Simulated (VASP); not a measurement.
# NaHfO (P4/mmm) in VASP: notebook

Runs on NaHfO. Level: PBE. Tasks: single point, relaxation of cell and atoms.

Everything below comes from runs of VASP 6.6.1. Logs are shortened: lines on timing, memory, paths and dates and some standing lists are left out, and cuts for length are marked.

### 1 The cell of the first run

Symmetry: P4/mmm, No. 123, tetragonal system. Conventional cell: a = 3.495 Å, b = 3.495 Å, c = 4.146 Å, α = 90.00°, β = 90.00°, γ = 90.00°. Within 3.3 Å of Na (site symmetry 4/mmm) lie 4 O at 2.47 Å and 8 Hf at 3.23 Å. Within 2.7 Å of Hf (site symmetry 4/mmm) lie 2 O at 2.07 Å. Within 2.7 Å of O (site symmetry 4/mmm) lie 2 Hf at 2.07 Å and 4 Na at 2.47 Å.

### 2 Single point, PBE

File INCAR:

```
  ALGO = Normal
  EDIFF = 1E-6
  ENCUT = 520
  GGA = PE
  ISIF = 2
  ISMEAR = 0
  LASPH = True
  LCHARG = False
  LREAL = False
  LWAVE = False
  NBANDS = 18
  NELM = 100
  PREC = Accurate
  SIGMA = 0.1
```

File KPOINTS:

```
k-points
0
Gamma
  14 14 12
```

File POSCAR:

```
NaHfO
1.0
    3.4948443769      0.0000000000      0.0000000000
    0.0000000000      3.4948443769      0.0000000000
    0.0000000000      0.0000000000      4.1458483056
Na Hf O
1 1 1
Direct
    0.0000000000      0.0000000000      0.0000000000
    0.5000000000      0.5000000000      0.5000000000
    0.5000000000      0.5000000000      0.0000000000
```

Potentials or basis: VASP PAW PBE potentials, release 64 (Na_pv, Hf_pv, O).

Launch:

```console
$ cat potpaw_PBE.64/Na_pv/POTCAR potpaw_PBE.64/Hf_pv/POTCAR potpaw_PBE.64/O/POTCAR > POTCAR
$ mpirun -np 1 vasp_std > vasp.out
```

OUTCAR:

```text
EDIFF = 1E-6
   ENCUT = 520
   GGA = PE
   ISIF = 2
   ISMEAR = 0
   LASPH = True
   LREAL = False
   NELM = 100
   PREC = Accurate

 ion  position               nearest neighbor table
   1  0.000  0.000  0.000-   2 3.23   2 3.23   2 3.23   2 3.23   2 3.23   2 3.23   2 3.23   2 3.23

   2  0.500  0.500  0.500-   3 2.07   3 2.07   1 3.23   1 3.23   1 3.23   1 3.23   1 3.23   1 3.23
                             1 3.23   1 3.23
   3  0.500  0.500  0.000-   2 2.07   2 2.07

  LATTYP: Found a simple tetragonal cell.
 ALAT       =     3.4948443769
 C/A-ratio  =     1.1862755129

  Lattice vectors:

 A1 = (   3.4948443769,   0.0000000000,   0.0000000000)
 A2 = (   0.0000000000,   3.4948443769,   0.0000000000)
 A3 = (   0.0000000000,   0.0000000000,   4.1458483056)

Analysis of symmetry for initial positions (statically):
=====================================================================
 Subroutine PRICEL returns:
 Original cell was already a primitive cell.

 Routine SETGRP: Setting up the symmetry group for a
 simple tetragonal supercell.

 Subroutine GETGRP returns: Found 16 space group operations
 (whereof 16 operations were pure point group operations)
 out of a pool of 16 trial point group operations.

The static configuration has the point symmetry D_4h.

Analysis of symmetry for dynamics (positions and initial velocities):
=====================================================================
 Subroutine PRICEL returns:
 Original cell was already a primitive cell.

 Routine SETGRP: Setting up the symmetry group for a
 simple tetragonal supercell.

 Subroutine GETGRP returns: Found 16 space group operations
 (whereof 16 operations were pure point group operations)
 out of a pool of 16 trial point group operations.

The dynamic configuration has the point symmetry D_4h.

 Subroutine INISYM returns: Found 16 space group operations
 (whereof 16 operations are pure point group operations),
 and found     1 'primitive' translations

----------------------------------------------------------------------------------------

                                     Primitive cell

  volume of cell :      50.6371

  direct lattice vectors                    reciprocal lattice vectors
     3.494844377  0.000000000  0.000000000     0.286135774  0.000000000  0.000000000
     0.000000000  3.494844377  0.000000000     0.000000000  0.286135774  0.000000000
[... 80 lines left out ...]
   ICHARG =      2    charge: 1-file 2-atom 10-const
   ISPIN  =      1    spin polarized calculation?
   LNONCOLLINEAR =      F non collinear calculations
   LSORBIT =      F    spin-orbit coupling
   LASPH  =      T    aspherical Exc in radial PAW
   ENCUT  =  520.0 eV  38.22 Ry    6.18 a.u.   6.50  6.50  7.71*2*pi/ulx,y,z
   NELM   =    100;   NELMIN=  2; NELMDL= -5     # of ELM steps
   EDIFF  = 0.1E-05   stopping-criterion for ELM
   LREAL  =      F    real-space projection
   EDIFFG = 0.1E-04   stopping-criterion for IOM
   NSW    =      0    number of steps for IOM
   IBRION =     -1    ionic relax: 0-MD 1-quasi-New 2-CG
   NFREE  =      0    steps in history (QN), initial steepest desc. (CG)
   ISIF   =      2    stress and relaxation
   ISYM   =      2    0-nonsym 1-usesym 2-fastsym
   POTIM  = 0.5000    time-step for ionic-motion
   TEBEG  =    0.0;   TEEND  =   0.0 temperature during run
   PSTRESS=    0.0 pullay stress
   NELECT =      23.0000    total number of electrons
   NUPDOWN=      -1.0000    fix difference up-down
   EMIN   =  10.00;   EMAX   =-10.00  energy-range for DOS
   EFERMI =   0.00;   METHOD = LEGACY
   ISMEAR =     0;   SIGMA  =   0.10  broadening in eV -4-tet -1-fermi 0-gaus
   EFERMI_NEDOS =   21; number of points for ismear=-14 and -15
   IALGO  =     38    algorithm
   IMIX   =      4    mixing-type and parameters
     AMIX     =   0.40;   BMIX     =  1.00
     AMIX_MAG =   1.60;   BMIX_MAG =  1.00
  volume/ion in A,a.u.               =      16.88       113.91
  Fermi-wavevector in a.u.,A,eV,Ry     =   1.258426  2.378081 21.546682  1.583636
  Thomas-Fermi vector in A             =   2.392036
   LORBIT       =      0    0 simple, 1 ext, 2 COOP (PROOUT), +10 PAW based schemes
   GGA     = PE    functional components
   LHFCALC =     F    Hartree Fock is set to
   AEXX    =    0.0000 exact exchange contribution
   IVDW    =     0    specifies the selected vdW correction
   LEPSILON=     F    determine dielectric tensor
   LRPA    =     F    only Hartree local field effects (RPA)
 non-spin polarized calculation
 Gauss-broadening in eV      SIGMA  =   0.10
  energy-cutoff  :      520.00
  volume of cell :       50.64
 maximum number of plane-waves:      1388
 NGX is ok and might be reduce to    28
   NGX = 13   NGY = 13   NGZ = 15

 number of electron      22.9999997 magnetization

 Free energy of the ion-electron system (eV)
  ---------------------------------------------------
  ext. energy  EPLUGINS =         0.00000000
  ---------------------------------------------------
  free energy    TOTEN  =       -20.19210180 eV

  energy without entropy =      -20.17870877  energy(sigma->0) =      -20.18540529

 E-fermi :   3.9982     XC(G=0): -10.0324

 val. band max:        3.9956170743   @ k =   0.3571   0.0714   0.1667
 cond. band min:       3.9984900682   @ k =   0.3571   0.0000   0.1667
 fundamental gap:      0.0028729939
 Fermi energy:         3.9982348547

 k-point     1 :       0.0000    0.0000    0.0000
  band No.  band energies     occupation
      1     -27.7360      2.00000
      2     -27.3677      2.00000
      3     -27.3677      2.00000
      4     -20.1257      2.00000
      5     -20.1095      2.00000
      6     -20.1095      2.00000
[... 481 lines left out ...]
      5     -20.1243      2.00000
      6     -20.1228      2.00000
[... 10 lines left out ...]
     17      10.3212      0.00000
     18      13.1865      0.00000

 [... further k-points ...]
[... 5 lines left out ...]
  --------------------------------------------------------------------------------------
  -------------------------------------------------------------------------------------
  Total       -0.0292240     -0.0292240     -0.5437987      0.0000000      0.0000000     -0.0000000
  in kB       -0.9246594     -0.9246594    -17.2059883      0.0000000      0.0000000     -0.0000000
  external PRESSURE =      -6.3517690 kB  Pullay stress =       0.0000000 kB

 VOLUME and BASIS-vectors are now :
 -----------------------------------------------------------------------------
  energy-cutoff  :      520.00
  volume of cell :       50.64
      direct lattice vectors                 reciprocal lattice vectors
     3.494844377  0.000000000  0.000000000     0.286135774  0.000000000  0.000000000
     0.000000000  3.494844377  0.000000000     0.000000000  0.286135774  0.000000000
     0.000000000  0.000000000  4.145848306     0.000000000  0.000000000  0.241205159

 POSITION                                       TOTAL-FORCE (eV/Angst)
 -----------------------------------------------------------------------------------
      0.00000      0.00000      0.00000         0.000000      0.000000      0.000000
      1.74742      1.74742      2.07292         0.000000      0.000000      0.000000
      1.74742      1.74742      0.00000         0.000000      0.000000      0.000000
 -----------------------------------------------------------------------------------
    total drift:                                0.000000      0.000000      0.000000

  FREE ENERGIE OF THE ION-ELECTRON SYSTEM (eV)
  ---------------------------------------------------
  free  energy   TOTEN  =       -20.1921018008 eV

  energy  without entropy=      -20.1787087701  energy(sigma->0) =      -20.18540529
```

OSZICAR:

```text
N       E                     dE             d eps       ncg     rms          rms(c)
DAV:   1     0.157034371248E+03    0.15703E+03   -0.12429E+04  9284   0.133E+03
DAV:   2    -0.115695597341E+02   -0.16860E+03   -0.16324E+03 10418   0.355E+02
DAV:   3    -0.228793318311E+02   -0.11310E+02   -0.11210E+02 11534   0.829E+01
DAV:   4    -0.230544743790E+02   -0.17514E+00   -0.17459E+00 11160   0.110E+01
DAV:   5    -0.230575887652E+02   -0.31144E-02   -0.31132E-02 11444   0.143E+00    0.399E+01
DAV:   6    -0.203552636296E+02    0.27023E+01   -0.19499E+01  9792   0.259E+01    0.300E+01
DAV:   7    -0.202255899791E+02    0.12967E+00   -0.17439E+00  9922   0.715E+00    0.172E+01
DAV:   8    -0.202006007568E+02    0.24989E-01   -0.28007E-01 11456   0.327E+00    0.243E+00
DAV:   9    -0.201919512241E+02    0.86495E-02   -0.31936E-02  9954   0.107E+00    0.142E+00
DAV:  10    -0.201921237042E+02   -0.17248E-03   -0.18621E-03 11804   0.323E-01    0.198E-01
DAV:  11    -0.201920953014E+02    0.28403E-04   -0.11513E-04 10334   0.791E-02    0.928E-02
DAV:  12    -0.201921018644E+02   -0.65630E-05   -0.23702E-05 10148   0.375E-02    0.642E-03
DAV:  13    -0.201921018008E+02    0.63590E-07   -0.62862E-07  6494   0.690E-03
   1 F= -.20192102E+02 E0= -.20185405E+02  d E =-.133930E-01
```

It took 79 s on 1 thread of AMD EPYC 9R45 (Zen 5), shared host; peak memory 0.32 GiB.

Results:

| Property | Result |
| --- | --- |
| Free energy | -20.1921 eV |
| Pressure | -0.6 GPa |

Levels at points of the mesh, in eV from the Fermi level:
```csv
k point,band 9,band 10,band 11,band 12,band 13,band 14
"(0.00, 0.00, 0.00)",-4.43,-4.22,-4.22,-0.97,2.13,2.13
"(0.50, 0.00, 0.00)",-4.31,-4.22,-2.05,-0.02,0.53,1.53
"(0.50, 0.50, 0.00)",-5.16,-4.18,-1.85,0.37,0.37,3.58
"(0.00, 0.00, 0.50)",-4.85,-4.85,-3.81,-0.68,1.38,3.29
"(0.50, 0.00, 0.50)",-6.29,-4.84,-1.73,0.17,1.60,2.36
"(0.50, 0.50, 0.50)",-5.87,-5.87,-1.39,2.86,2.86,2.90
```

Caveat: spin-orbit coupling is left out, which moves the levels of the heavy elements; an odd number of electrons without spin polarisation forces a metal; a magnetic or distorted state may lie lower.

### 3 Relaxation of cell and atoms, PBE

This run uses another cell than the first one, of 16.78 Å³/atom, 0.994 times its volume.

File INCAR:

```
PREC = Accurate
ENCUT = 600
EDIFF = 1E-6
ISMEAR = 0
SIGMA = 0.1
LREAL = F
LASPH = T
NELM = 80
ALGO = Normal
ISIF = 3
LWAVE = F
LCHARG = F
GGA = PE
IBRION = 2
NSW = 100
EDIFFG = -0.01
```

File KPOINTS:

```
Automatic mesh
0
Gamma
  14 14 12
```

File POSCAR:

```
NaHfO
1.0
    3.4834407258      0.0000000000      0.0000000000
    0.0000000000      3.4834407258      0.0000000000
    0.0000000000      0.0000000000      4.1495640103
Na Hf O
1 1 1
Direct
    0.0000000000      0.0000000000      0.0000000000
    0.5000000000      0.5000000000      0.5000000000
    0.5000000000      0.5000000000      0.0000000000
```

Potentials or basis: VASP PAW PBE potentials, release 64 (Na_pv, Hf_pv, O).

Launch:

```console
$ cat potpaw_PBE.64/Na_pv/POTCAR potpaw_PBE.64/Hf_pv/POTCAR potpaw_PBE.64/O/POTCAR > POTCAR
$ mpirun -np 1 vasp_std > vasp.out
```

Run time: 5 min. Hardware: 1 thread of AMD EPYC 9R45 (Zen 5), shared host; peak memory 0.36 GiB.

It converged, with:

```yaml
Free_energy: -20.1953 eV
Relaxed_volume: 16.83 Å³/atom
Relaxed_cell: a = 3.497 Å, b = 3.497 Å, c = 4.129 Å, α = 90.00°, β = 90.00°, γ = 90.00°
Space_group_after_relaxing_to_0.05_Å: P4/mmm (No. 123)
Energy_gained_by_relaxing: 0.5 meV/atom
Ionic_steps: 5
Pressure_after_relaxing: 0.0 GPa
```

The path:
| step | energy change (eV) | largest force (eV/Å) | pressure (GPa) | volume (Å³) |
| --- | --- | --- | --- | --- |
| 1 | 0.0000 | 0.0000 | -0.54 | 50.35 |
| 2 | 0.0008 | 0.0000 | 1.24 | 49.94 |
| 3 | -0.0013 | 0.0000 | 0.24 | 50.17 |
| 4 | -0.0015 | 0.0000 | 0.14 | 50.31 |
| 5 | -0.0016 | 0.0000 | 0.01 | 50.49 |

Final structure:
```
Na Hf O
1.0
     3.49679    0.00000    0.00000
     0.00000    3.49679    0.00000
     0.00000    0.00000    4.12894
Na Hf O
1 1 1
Cartesian
  0.0000 0.0000 0.0000
  1.7484 1.7484 2.0645
  1.7484 1.7484 4.1289
```

Levels at points of the mesh, in eV from the Fermi level:
```
           k point  band 9  band 10  band 11  band 12  band 13  band 14
(0.00, 0.00, 0.00)   -4.43    -4.27    -4.27    -0.97     2.13     2.13
(0.50, 0.00, 0.00)   -4.30    -4.26    -2.06     0.00     0.52     1.52
(0.50, 0.50, 0.00)   -5.19    -4.18    -1.86     0.37     0.37     3.57
(0.00, 0.00, 0.50)   -4.91    -4.91    -3.82    -0.68     1.37     3.28
(0.50, 0.00, 0.50)   -6.33    -4.90    -1.73     0.17     1.60     2.40
(0.50, 0.50, 0.50)   -5.92    -5.92    -1.39     2.86     2.86     2.94
```

Caveat: spin-orbit coupling is left out, which moves the levels of the heavy elements; an odd number of electrons without spin polarisation forces a metal; a magnetic or distorted state may lie lower.
